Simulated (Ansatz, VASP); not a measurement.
One calculation of La3N, two programs

```xyz
4
Lattice="0.0000 3.5978 3.5978 3.5978 0.0000 3.5978 3.5978 3.5978 0.0000" Properties=species:S:1:pos:R:3 pbc="T T T"
La    1.7989    1.7989    1.7989
La    5.3967    5.3967    5.3967
La    3.5978    3.5978    3.5978
N     0.0000    0.0000    0.0000
```

Change from the starting cell: species swapped into the Li3Hg type (Fm-3m, No. 225).

Alike in both runs: functional PBE; k mesh 4 × 4 × 4; occupations gaussian, width 0.1 eV; no spin polarisation.

Ansatz relaxed the structure, and its values are those at the end. VASP's run is a single point on that final structure, the one shown.

|  | VASP | Ansatz |
| --- | --- | --- |
| version | VASP 6.6.1 | Ansatz 0.2.0 |
| potentials or method | VASP PAW PBE potentials, release 64 (La, N), cutoff 520 eV | scalar-relativistic, plane waves, PAW |
| valence electrons in the cell | 38 | 38 |

```tsv
	VASP	Ansatz	Ansatz less VASP
gap on the k mesh at the Fermi level (eV)	none	none	-
pressure (GPa)	0.0	0.0	+0.01
```

A gap of «none» marks a metal or a gap that the smearing closes.

The k mesh is coarse, so the values compare programs but aren't converged. Spin-orbit coupling is off throughout.
